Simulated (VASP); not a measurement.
# Sn (Im-3m) in VASP: a series of runs, part 2 of 2

VASP 6.6.1. Earlier steps stand in the parts before.

**4. Relaxation of cell and atoms, r2SCAN, target pressure 5 GPa, at which the enthalpy is minimised**

Input file POSCAR:

```
Sn
1.0
   -1.8946518192      1.8946518192      1.8946518192
    1.8946518192     -1.8946518192      1.8946518192
    1.8946518192      1.8946518192     -1.8946518192
Sn
1
Direct
    0.0000000000      0.0000000000      0.0000000000
```

Input file INCAR.step1:

```
  ALGO = Normal
  EDIFF = 1E-4
  ENCUT = 600
  GGA = PE
  ISMEAR = -1
  LASPH = T
  LCHARG = F
  LREAL = F
  LWAVE = T
  NELM = 80
  PREC = Accurate
  SIGMA = 0.05
```

Input file INCAR.step2:

```
  ALGO = Normal
  EDIFF = 1E-6
  EDIFFG = -0.01
  ENCUT = 600
  IBRION = 2
  ISIF = 3
  ISMEAR = -1
  ISTART = 1
  LASPH = T
  LCHARG = F
  LMIXTAU = T
  LREAL = F
  LWAVE = F
  METAGGA = R2SCAN
  NELM = 80
  NSW = 60
  PREC = Accurate
  PSTRESS = 50.0
  SIGMA = 0.05
```

Input file KPOINTS:

```
k-points
0
Gamma
  10 10 10
```

Potentials or basis: VASP PAW PBE potentials, release 64 (Sn_d).

Launch:

```bash
$ cat potpaw_PBE.64/Sn_d/POTCAR > POTCAR
$ cp INCAR.step1 INCAR
$ mpirun -np 1 vasp_std > vasp.out
$ cp INCAR.step2 INCAR
$ mpirun -np 1 vasp_std > vasp.out
```

OUTCAR:

```text
EDIFF = 1E-6
   EDIFFG = -0.01
   ENCUT = 600
   IBRION = 2
   ISIF = 3
   ISMEAR = -1
   ISTART = 1
   LASPH = T
   LREAL = F
   METAGGA = R2SCAN
   NELM = 80
   NSW = 60
   PREC = Accurate
   PSTRESS = 50.0

 ion  position               nearest neighbor table
   1  0.000  0.000  0.000-

  LATTYP: Found a body centered cubic cell.
 ALAT       =     3.7893036384

  Lattice vectors:

 A1 = (  -1.8946518192,   1.8946518192,   1.8946518192)
 A2 = (   1.8946518192,  -1.8946518192,   1.8946518192)
 A3 = (   1.8946518192,   1.8946518192,  -1.8946518192)

Analysis of symmetry for initial positions (statically):
=====================================================================
 Subroutine PRICEL returns:
 Original cell was already a primitive cell.

 Routine SETGRP: Setting up the symmetry group for a
 body centered cubic supercell.

 Subroutine GETGRP returns: Found 48 space group operations
[... 9 lines left out ...]

 Routine SETGRP: Setting up the symmetry group for a
 body centered cubic supercell.

 Subroutine GETGRP returns: Found 48 space group operations
[... 11 lines left out ...]
                                     Primitive cell

  volume of cell :      27.2050

  direct lattice vectors                    reciprocal lattice vectors
    -1.894651819  1.894651819  1.894651819     0.000000000  0.263900731  0.263900731
     1.894651819 -1.894651819  1.894651819     0.263900731  0.000000000  0.263900731
     1.894651819  1.894651819 -1.894651819     0.263900731  0.263900731  0.000000000

  length of vectors
     3.281633214  3.281633214  3.281633214     0.373211993  0.373211993  0.373211993

  position of ions in fractional coordinates (direct lattice)
     0.000000000  0.000000000  0.000000000

  ion indices of the primitive-cell ions
   primitive index   ion index
                 1           1

----------------------------------------------------------------------------------------

 KPOINTS: k-points

Automatic generation of k-mesh.
 Grid dimensions read from file:
 generate k-points for:   10   10   10

 Generating k-lattice:

  Cartesian coordinates                     Fractional coordinates (reciprocal lattice)
     0.000000000  0.026390073  0.026390073     0.100000000  0.000000000  0.000000000
     0.026390073  0.000000000  0.026390073     0.000000000  0.100000000  0.000000000
     0.026390073  0.026390073  0.000000000     0.000000000  0.000000000  0.100000000

  Length of vectors
     0.037321199  0.037321199  0.037321199

  Shift w.r.t. Gamma in fractional coordinates (k-lattice)
     0.000000000  0.000000000  0.000000000

 Subroutine IBZKPT returns following result:
 ===========================================

 Found     47 irreducible k-points:

 Following reciprocal coordinates:
            Coordinates               Weight
  0.000000  0.000000  0.000000      1.000000
  0.100000  0.000000  0.000000     12.000000
  0.200000  0.000000  0.000000     12.000000
  0.300000  0.000000  0.000000     12.000000
  0.400000  0.000000  0.000000     12.000000
  0.500000  0.000000  0.000000      6.000000
[... 16 lines left out ...]
  0.300000  0.300000  0.100000      8.000000
 -0.300000  0.300000  0.100000     24.000000
 [... further k-points ...]
   k-points           NKPTS =     47   k-points in BZ     NKDIM =     47   number of bands    NBANDS=     11
   number of dos      NEDOS =    301   number of ions     NIONS =      1
   total plane-waves  NPLWV =  21952
   dimension x,y,z NGX =    28 NGY =   28 NGZ =   28
   dimension x,y,z NGXF=    56 NGYF=   56 NGZF=   56
   ions per type =               1
   NGX,Y,Z   is equivalent  to a cutoff of  14.18, 14.18, 14.18 a.u.
   NGXF,Y,Z  is equivalent  to a cutoff of  28.37, 28.37, 28.37 a.u.
 SYSTEM =  unknown system
   PREC   = accura    normal or accurate (medium, high low for compatibility)
   ISTART =      1    job   : 0-new  1-cont  2-samecut
   ICHARG =      0    charge: 1-file 2-atom 10-const
   ISPIN  =      1    spin polarized calculation?
   LNONCOLLINEAR =      F non collinear calculations
   LSORBIT =      F    spin-orbit coupling
   LASPH  =      T    aspherical Exc in radial PAW
   ENCUT  =  600.0 eV  44.10 Ry    6.64 a.u.   6.55  6.55  6.55*2*pi/ulx,y,z
   NELM   =     80;   NELMIN=  2; NELMDL=  0     # of ELM steps
   EDIFF  = 0.1E-05   stopping-criterion for ELM
   LREAL  =      F    real-space projection
   EDIFFG = -.1E-01   stopping-criterion for IOM
   NSW    =     60    number of steps for IOM
   IBRION =      2    ionic relax: 0-MD 1-quasi-New 2-CG
   NFREE  =      1    steps in history (QN), initial steepest desc. (CG)
   ISIF   =      3    stress and relaxation
   ISYM   =      2    0-nonsym 1-usesym 2-fastsym
   POTIM  = 0.5000    time-step for ionic-motion
   TEBEG  =    0.0;   TEEND  =   0.0 temperature during run
   PSTRESS=   50.0 pullay stress
   NELECT =      14.0000    total number of electrons
   NUPDOWN=      -1.0000    fix difference up-down
   EMIN   =  10.00;   EMAX   =-10.00  energy-range for DOS
[... 5 lines left out ...]
     AMIX     =   0.40;   BMIX     =  1.00
     AMIX_MAG =   1.60;   BMIX_MAG =  1.00
  volume/ion in A,a.u.               =      27.20       183.59
  Fermi-wavevector in a.u.,A,eV,Ry     =   1.311902  2.479136 23.416813  1.721087
  Thomas-Fermi vector in A             =   2.442332
   LORBIT       =      0    0 simple, 1 ext, 2 COOP (PROOUT), +10 PAW based schemes
   METAGGA = R2SCAN    functional components
   LHFCALC =     F    Hartree Fock is set to
   AEXX    =    0.0000 exact exchange contribution
   IVDW    =     0    specifies the selected vdW correction
   LEPSILON=     F    determine dielectric tensor
   LRPA    =     F    only Hartree local field effects (RPA)
 conjugate gradient relaxation of ions
 non-spin polarized calculation
  energy-cutoff  :      600.00
  volume of cell :       27.20
 maximum number of plane-waves:       935
 NGX is ok and might be reduce to    28
   NGX = 13   NGY = 13   NGZ = 13

--------------------------------------- Ionic step        1  -------------------------------------------

 number of electron      13.9999996 magnetization

 Free energy of the ion-electron system (eV)
  ---------------------------------------------------
  ext. energy  EPLUGINS =         0.00000000
  ---------------------------------------------------
  free energy    TOTEN  =       -24.49152488 eV

  energy without entropy =      -24.48537525  energy(sigma->0) =      -24.48845007

------------------------ aborting loop because EDIFF is reached ----------------------------------------

  FORCE on cell =-STRESS in cart. coord.  units (eV):
  Direction    XX          YY          ZZ          XY          YZ          ZX
  --------------------------------------------------------------------------------------
  -------------------------------------------------------------------------------------
  Total       -0.1182691     -0.1182691     -0.1182691      0.0000000      0.0000000      0.0000000
  in kB       -6.9652013     -6.9652013     -6.9652013      0.0000000      0.0000000      0.0000000
  external PRESSURE =     -56.9652013 kB  Pullay stress =      50.0000000 kB
[... 59 lines left out ...]
  enthalpy is  TOTEN    =       -23.6777113443 eV   P V=        0.7356074842

--------------------------------------- Ionic step        3  -------------------------------------------

 number of electron      14.0000000 magnetization

 Free energy of the ion-electron system (eV)
  ---------------------------------------------------
  ext. energy  EPLUGINS =         0.00000000
  ---------------------------------------------------
  free energy    TOTEN  =       -24.46292467 eV

  energy without entropy =      -24.45907850  energy(sigma->0) =      -24.46100158

 E-fermi :   9.2587     XC(G=0): -11.7925

 val. band max:        9.1151143478   @ k =   0.2000   0.2000   0.2000
 cond. band min:       9.3080848160   @ k =   0.4000   0.2000  -0.0000
 fundamental gap:      0.1929704682
 Fermi energy:         9.2587034343

 k-point     1 :       0.0000    0.0000    0.0000
  band No.  band energies     occupation
      1     -13.1158      2.00000
      2     -13.1158      2.00000
      3     -13.1158      2.00000
      4     -12.9142      2.00000
      5     -12.9142      2.00000
      6      -3.1744      2.00000
      7      18.6690      0.00000
      8      18.6690      0.00000
      9      18.6690      0.00000
     10      22.3086      0.00000
     11      22.3086      0.00000
[... 309 lines left out ...]
 k-point    24 :      -0.3000    0.3000    0.1000
  band No.  band energies     occupation
      1     -13.1295      2.00000
      2     -13.0683      2.00000
      3     -12.9625      2.00000
      4     -12.9273      2.00000
      5     -12.9128      2.00000
      6      -0.6626      2.00000
      7       9.5534      0.00550
      8      13.6146      0.00000
      9      15.2367      0.00000
     10      19.3447      0.00000
     11      20.2083      0.00000

 [... further k-points ...]
[... 5 lines left out ...]
  --------------------------------------------------------------------------------------
  -------------------------------------------------------------------------------------
  Total        0.7690438      0.7690438      0.7690438      0.0000000     -0.0000000      0.0000000
  in kB       49.8490664     49.8490664     49.8490664      0.0000000     -0.0000000      0.0000000
  external PRESSURE =      -0.1509336 kB  Pullay stress =      50.0000000 kB
[... 16 lines left out ...]
  FREE ENERGIE OF THE ION-ELECTRON SYSTEM (eV)
  ---------------------------------------------------
  free  energy   TOTEN  =       -24.4629246720 eV

  energy  without entropy=      -24.4590784970  energy(sigma->0) =      -24.46100158

  enthalpy is  TOTEN    =       -23.6915523741 eV   P V=        0.7713722979

 reached required accuracy - stopping structural energy minimisation
```

Wall time 2.5 min (1 thread of Intel Xeon 6975P-C, shared host); peak memory 0.18 GiB.

Results:

```yaml
Free_energy: -24.4629 eV
Relaxed_volume: 24.72 Å³/atom
Relaxed_cell: a = 3.178 Å, b = 3.178 Å, c = 3.178 Å, α = 109.47°, β = 109.47°, γ = 109.47°
Space_group_after_relaxing_to_0.05_Å: Im-3m (No. 229)
Energy_change_on_relaxing_the_enthalpy_is_what_falls: +28.6 meV/atom
Ionic_steps: 3
Pressure_after_relaxing: 5.0 GPa
Band_gap_on_the_k_mesh: zero (band 7 reaches 18.67 eV, above the bottom of band 8 at 6.50 eV)
```

Step by step:
```tsv
step	energy change (eV)	largest force (eV/Å)	pressure (GPa)	volume (Å³)
1	0.0000	0.0000	-0.70	27.20
2	0.0782	0.0000	9.07	23.57
3	0.0286	0.0000	4.98	24.72
```

Final structure:
```yaml
crystal:
  lattice:
    - [-1.83505, 1.83505, 1.83505]
    - [1.83505, -1.83505, 1.83505]
    - [1.83505, 1.83505, -1.83505]
  atoms:
    - { symbol: Sn, position: [0.00000, 0.00000, 0.00000] }
```

Caveat: the cell is relaxed towards a set pressure, so the enthalpy falls and the energy may rise; the PAW data sets were made with another functional, which shifts forces and pressure a little; spin-orbit coupling is left out, which moves the levels of the heavy elements.

**5. Relaxation of cell and atoms, r2SCAN, target pressure 10 GPa, at which the enthalpy is minimised**

POSCAR is that of step 4.

Input file INCAR.step1:

```
SYSTEM = Sn
PREC     = Accurate       ! precision mode
ENCUT    = 600            ! plane-wave cutoff, eV
ISMEAR   = -1             ! smearing method
SIGMA    = 0.05           ! smearing width, eV
LREAL    = .False.        ! projectors in reciprocal space
LASPH    = .True.         ! aspherical terms in the spheres
NELM     = 80             ! most SCF steps
GGA      = PE             ! functional
ALGO     = Normal         ! electronic algorithm
EDIFF    = 1E-4           ! SCF threshold, eV
LWAVE    = .True.         ! write WAVECAR
LCHARG   = .False.        ! write CHGCAR
```

Input file INCAR.step2:

```
SYSTEM = Sn
PREC     = Accurate       ! precision mode
ENCUT    = 600            ! plane-wave cutoff, eV
EDIFF    = 1E-6           ! SCF threshold, eV
ISMEAR   = -1             ! smearing method
SIGMA    = 0.05           ! smearing width, eV
LREAL    = .False.        ! projectors in reciprocal space
LASPH    = .True.         ! aspherical terms in the spheres
NELM     = 80             ! most SCF steps
ALGO     = Normal         ! electronic algorithm
ISIF     = 3              ! what is computed and relaxed
LWAVE    = .False.        ! write WAVECAR
LCHARG   = .False.        ! write CHGCAR
METAGGA  = R2SCAN         ! meta-GGA
LMIXTAU  = .True.       
IBRION   = 2              ! ionic algorithm
NSW      = 60             ! ionic steps
EDIFFG   = -0.01          ! ionic threshold
PSTRESS  = 100.0        
ISTART   = 1
```

Input file KPOINTS:

```
regular mesh
0
Gamma
  10 10 10
  0 0 0
```

Potentials or basis: VASP PAW PBE potentials, release 64 (Sn_d).

Launch:

```bash
$ cat potpaw_PBE.64/Sn_d/POTCAR > POTCAR
$ cp INCAR.step1 INCAR
$ mpirun -np 1 vasp_std > vasp.out
$ cp INCAR.step2 INCAR
$ mpirun -np 1 vasp_std > vasp.out
```

OUTCAR:

```text
SYSTEM = Sn
   PREC = Accurate
   ENCUT = 600
   EDIFF = 1E-6
   ISMEAR = -1
   LREAL = .False.
   LASPH = .True.
   NELM = 80
   ISIF = 3
   METAGGA = R2SCAN
   IBRION = 2
   NSW = 60
   EDIFFG = -0.01
   PSTRESS = 100.0
   ISTART = 1

 ion  position               nearest neighbor table
   1  0.000  0.000  0.000-

  LATTYP: Found a body centered cubic cell.
 ALAT       =     3.7893036384

  Lattice vectors:

 A1 = (  -1.8946518192,   1.8946518192,   1.8946518192)
 A2 = (   1.8946518192,  -1.8946518192,   1.8946518192)
 A3 = (   1.8946518192,   1.8946518192,  -1.8946518192)

Analysis of symmetry for initial positions (statically):
=====================================================================
 Subroutine PRICEL returns:
[... 176 lines left out ...]
 fundamental gap:      0.0732900413
 Fermi energy:         8.0006760749

 k-point     1 :       0.0000    0.0000    0.0000
  band No.  band energies     occupation
      1     -14.2544      2.00000
      2     -14.2544      2.00000
      3     -14.2544      2.00000
      4     -14.1022      2.00000
      5     -14.1022      2.00000
      6      -3.6241      2.00000
      7      16.4451      0.00000
      8      16.4452      0.00000
      9      16.4452      0.00000
     10      20.9308      0.00000
     11      20.9308      0.00000
[... 432 lines left out ...]
--------------------------------------- Ionic step        4  -------------------------------------------

 number of electron      13.9999999 magnetization

 Free energy of the ion-electron system (eV)
  ---------------------------------------------------
  ext. energy  EPLUGINS =         0.00000000
  ---------------------------------------------------
  free energy    TOTEN  =       -24.39941741 eV

  energy without entropy =      -24.39686193  energy(sigma->0) =      -24.39813967

 E-fermi :  10.0608     XC(G=0): -12.1201

 val. band max:        9.8638251376   @ k =  -0.4000   0.4000   0.4000
 cond. band min:      10.0800300112   @ k =   0.4000   0.2000  -0.0000
 fundamental gap:      0.2162048737
 Fermi energy:        10.0608203559

 k-point     1 :       0.0000    0.0000    0.0000
  band No.  band energies     occupation
      1     -12.3891      2.00000
      2     -12.3891      2.00000
      3     -12.3890      2.00000
      4     -12.1516      2.00000
      5     -12.1516      2.00000
      6      -2.8856      2.00000
      7      20.1039      0.00000
      8      20.1039      0.00000
      9      20.1039      0.00000
     10      23.1752      0.00000
     11      23.1752      0.00000
[... 354 lines left out ...]
  energy  without entropy=      -24.3968619333  energy(sigma->0) =      -24.39813967

  enthalpy is  TOTEN    =       -22.9427552922 eV   P V=        1.4566621132

 reached required accuracy - stopping structural energy minimisation
```

OUTCAR.step1:

```text
SYSTEM = Sn
   PREC = Accurate
   ENCUT = 600
   ISMEAR = -1
   LREAL = .False.
   LASPH = .True.
[... 553 lines left out ...]
 -----------------------------------------------------------------------------------
      0.00000      0.00000      0.00000        -0.000000      0.000000     -0.000000
 -----------------------------------------------------------------------------------
    total drift:                               -0.000000     -0.000000     -0.000000

  FREE ENERGIE OF THE ION-ELECTRON SYSTEM (eV)
  ---------------------------------------------------
  free  energy   TOTEN  =        -3.7623320467 eV

  energy  without entropy=       -3.7550397798  energy(sigma->0) =       -3.75868591
```

Wall time 3.4 min (1 thread of Intel Xeon 6975P-C, shared host); peak memory 0.18 GiB.

Results:

```
Free energy                                            : -24.3994 eV
Relaxed volume                                         : 23.34 Å³/atom
Relaxed cell                                           : a = 3.118 Å, b = 3.118 Å, c = 3.118 Å, α = 109.47°, β = 109.47°, γ = 109.47°
Space group after relaxing (to 0.05 Å)                 : Im-3m (No. 229)
Energy change on relaxing (the enthalpy is what falls) : +92.1 meV/atom
Ionic steps                                            : 4
Pressure after relaxing                                : 10.0 GPa
Band gap on the k mesh                                 : zero (band 7 reaches 20.10 eV, above the bottom of band 8 at 7.08 eV)
```

The path:
```csv
step,energy change (eV),largest force (eV/Å),pressure (GPa),volume (Å³)
1,0.0000,0.0000,-0.70,27.20
2,0.3799,0.0000,26.12,20.66
3,0.0877,0.0000,9.76,23.41
4,0.0921,0.0000,10.05,23.34
```

Final structure:
```yaml
crystal:
  lattice:
    - [-1.80027, 1.80027, 1.80027]
    - [1.80027, -1.80027, 1.80027]
    - [1.80027, 1.80027, -1.80027]
  atoms:
    - { symbol: Sn, position: [0.00000, 0.00000, 0.00000] }
```

Caveat: the cell is relaxed towards a set pressure, so the enthalpy falls and the energy may rise; the PAW data sets were made with another functional, which shifts forces and pressure a little; spin-orbit coupling is left out, which moves the levels of the heavy elements.

**6. Summary**

| cell | gap on the mesh (eV) | pressure (GPa) |
| --- | --- | --- |
| relaxed | none | 0.0 |
| relaxed to 2 GPa | none | 2.0 |
| relaxed to 5 GPa | none | 5.0 |
| relaxed to 10 GPa | none | 10.0 |

Alike in all rows: task relaxation of cell and atoms; level r2SCAN; potentials or basis VASP PAW PBE potentials, release 64 (Sn_d); no spin polarisation; k mesh 10 × 10 × 10; cutoff (eV) 600; smearing fermi-dirac 0.05 eV.

Caveats: the PAW data sets were made with another functional, which shifts forces and pressure a little; spin-orbit coupling is left out, which moves the levels of the heavy elements; the cell is relaxed towards a set pressure, so the enthalpy falls and the energy may rise (some runs).

Absolute energies hang on the potentials; compare differences alone.
